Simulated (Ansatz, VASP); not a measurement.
# One calculation of Sr, two programs

```
CELL_PARAMETERS angstrom
4.11065 0.00000 0.00000
-2.05532 3.55992 0.00000
0.00000 0.00000 6.74095
ATOMIC_POSITIONS crystal
Sr 0.33333 0.66667 0.25000
Sr 0.66667 0.33333 0.75000
```

Change from the starting cell: equal strain along all axes, cell held, atoms relaxed: -2.0 %.

Alike in both runs: task single point; functional PBEsol; k mesh 12 × 12 × 8; occupations gaussian, width 0.1 eV; no spin polarisation.

```csv
,VASP,Ansatz
version,VASP 6.6.1,Ansatz 0.2.0
potentials or method,"VASP PAW PBE potentials, release 64 (Sr_sv), cutoff 520 eV","scalar-relativistic, plane waves, PAW"
valence electrons in the cell,20,20
```

|  | VASP | Ansatz | Ansatz less VASP |
| --- | --- | --- | --- |
| gap on the k mesh at the Fermi level (eV) | none | none | - |
| pressure (GPa) | 0.8 | 0.8 | -0.01 |

VASP's potentials were made for PBE, not for PBEsol. A gap of «none» marks a metal or a gap that the smearing closes. The functional is the same, so the differences come from potentials, cutoffs and numerics.
